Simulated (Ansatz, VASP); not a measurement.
**Two plane-wave programs on WS2**

```
S W
1.0
     3.15955    0.00000    0.00000
    -1.57977    2.73625    0.00000
     0.00000    0.00000   23.80426
S W
4 2
Cartesian
  0.0000 1.8242 4.5000
  0.0000 1.8242 7.6521
  -0.7899 3.1923 11.4421
  -0.7899 3.1923 14.5943
  1.5798 0.9121 6.0761
  -2.3697 4.1044 13.0182
```

Alike in both runs: task single point; functional PBE; dispersion D3(BJ); k mesh 9 × 9 × 1; occupations gaussian, width 0.05 eV; no spin polarisation.

|  | VASP | Ansatz |
| --- | --- | --- |
| version | VASP 6.6.1 | Ansatz 0.2.0 |
| potentials or method | VASP PAW PBE potentials, release 64 (S, W_sv), cutoff 520 eV | scalar-relativistic, plane waves, PAW |
| valence electrons in the cell | 52 | 52 |

Ansatz gave:

| Quantity | Value |
| --- | --- |
| gap on the k mesh at the Fermi level (eV) | 1.84 |
| least direct gap on the mesh (eV) | 1.91 |
| rms of the force components (eV/Å) | 0.027 |

Problem. Which values does VASP return?

Solution. gap on the k mesh at the Fermi level (eV): 1.86; least direct gap on the mesh (eV): 1.91; rms of the force components (eV/Å): 0.027.

Spin-orbit coupling is off throughout.
